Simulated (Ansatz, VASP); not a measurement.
**SiGe2C2: VASP beside Ansatz**

```
Si Ge C
1.0
     1.29055   -2.72691    0.00000
     1.29055    2.72691    0.00000
     0.00000    0.00000   13.05375
Si Ge C
1 2 2
Cartesian
  0.0000 0.0000 6.5269
  0.0000 0.0000 3.9587
  0.0000 0.0000 9.0951
  0.6453 1.3635 0.0000
  0.6453 -1.3635 0.0000
```

Alike in both runs: functional PBE; k mesh 16 × 16 × 4; occupations gaussian, width 0.1 eV; no spin polarisation.

Ansatz relaxed the structure, and its values are those at the end. VASP's run is a single point on that final structure, the one shown.

|  | VASP | Ansatz |
| --- | --- | --- |
| version | VASP 6.6.1 | Ansatz 0.2.0 |
| potentials or method | VASP PAW PBE potentials, release 64 (Si, Ge_d, C), cutoff 520 eV | scalar-relativistic, plane waves, PAW |
| valence electrons in the cell | 40 | 40 |

|  | VASP | Ansatz | Ansatz less VASP |
| --- | --- | --- | --- |
| gap on the k mesh at the Fermi level (eV) | none | none | - |
| pressure (GPa) | 0.0 | 0.0 | +0.03 |

A gap of «none» marks a metal or a gap that the smearing closes.
